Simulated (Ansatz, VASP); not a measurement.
GaC2: VASP beside Ansatz

```
Ga C
1.0
     4.47531    0.00000    0.00000
     0.00000    4.47531    0.00000
     0.00000    0.00000    4.47531
Ga C
2 4
Cartesian
  0.0000 0.0000 0.0000
  2.2377 2.2377 2.2377
  1.1188 1.1188 1.1188
  1.1188 3.3565 3.3565
  3.3565 3.3565 1.1188
  3.3565 1.1188 3.3565
```

Alike in both runs: task single point; functional PBE; k mesh 6 × 6 × 6; occupations gaussian, width 0.1 eV; no spin polarisation.

```csv
,VASP,Ansatz
version,VASP 6.6.1,Ansatz 0.2.0
potentials or method,"VASP PAW PBE potentials, release 64 (Ga_d, C), cutoff 600 eV","scalar-relativistic, plane waves, PAW"
valence electrons in the cell,42,42
```

```tsv
	VASP	Ansatz	Ansatz less VASP
gap on the k mesh at the Fermi level (eV)	none	none	-
pressure (GPa)	-0.3	0.0	+0.26
```

A gap of «none» marks a metal or a gap that the smearing closes. The functional is the same, so the differences come from potentials, cutoffs and numerics.
